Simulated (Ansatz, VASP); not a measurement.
**BeS2: VASP beside Ansatz**

File INCAR:

```
SYSTEM = BeS2
PREC = Accurate
ENCUT = 520
EDIFF = 1E-6
ISMEAR = 0
SIGMA = 0.1
LREAL = .False.
LASPH = .True.
NELM = 100
ALGO = Normal
ISIF = 2
LWAVE = .False.
LCHARG = .True.
GGA = PE
LELF = .True.
LVHAR = .True.
NBANDS = 23
```

KPOINTS

```
regular mesh
0
Gamma
  8 8 8
  0 0 0
```

The input POSCAR:

```
BeS2
1.0
    4.6851718824      0.0000000000      0.0000000000
    0.0000000000      4.6851718824      0.0000000000
    0.0000000000      0.0000000000      4.6851718824
Be S
2 4
Direct
    0.0000000000      0.0000000000      0.0000000000
    0.5000000000      0.5000000000      0.5000000000
    0.2500000000      0.2500000000      0.2500000000
    0.2500000000      0.7500000000      0.7500000000
    0.7500000000      0.7500000000      0.2500000000
    0.7500000000      0.2500000000      0.7500000000
```

Input for Ansatz:

```yaml
crystal:
  lattice:
    - [4.6851718824, 0.0, 0.0]
    - [0.0, 4.6851718824, 0.0]
    - [0.0, 0.0, 4.6851718824]
  atoms:
    - { symbol: Be, position: [0.0, 0.0, 0.0] }
    - { symbol: Be, position: [0.5, 0.5, 0.5] }
    - { symbol: S, position: [0.25, 0.25, 0.25] }
    - { symbol: S, position: [0.25, 0.75, 0.75] }
    - { symbol: S, position: [0.75, 0.75, 0.25] }
    - { symbol: S, position: [0.75, 0.25, 0.75] }
basis:
  ecutwfc: 420
kpoints:
  mp_grid: { grid: [8, 8, 8] }
  band_path:
    path:
      - [[0.0, 0.0, 0.0], [0.0, 0.5, 0.0], [0.5, 0.5, 0.0], [0.0, 0.0, 0.0], [0.5, 0.5, 0.5], [0.0, 0.5, 0.0]]
      - [[0.5, 0.5, 0.5], [0.5, 0.5, 0.0]]
    npoints: 14
hamiltonian:
  xc: pbe
scf:
  occupations: { method: gaussian, width: 0.1 }
  n_extra_bands: 15
output:
  forces: true
  stress: true
  eigenvalues: true
  populations: true
  dos: { projected: true, de: 0.02, nscf_kmesh: { grid: [10, 10, 10] } }
  bader: true
```

Alike in both runs: task single point; functional PBE; k mesh 8 × 8 × 8; occupations gaussian, width 0.1 eV; no spin polarisation.

|  | VASP | Ansatz |
| --- | --- | --- |
| version | VASP 6.6.1 | Ansatz 0.2.0 |
| potentials or method | VASP PAW PBE potentials, release 64 (Be, S), cutoff 520 eV | scalar-relativistic, plane waves, PAW |
| valence electrons in the cell | 28 | 28 |

```csv
,VASP,Ansatz,Ansatz less VASP
gap on the k mesh at the Fermi level (eV),none,none,-
pressure (GPa),0.0,0.0,+0.03
```

A gap of «none» marks a metal or a gap that the smearing closes. The functional is the same, so the differences come from potentials, cutoffs and numerics.
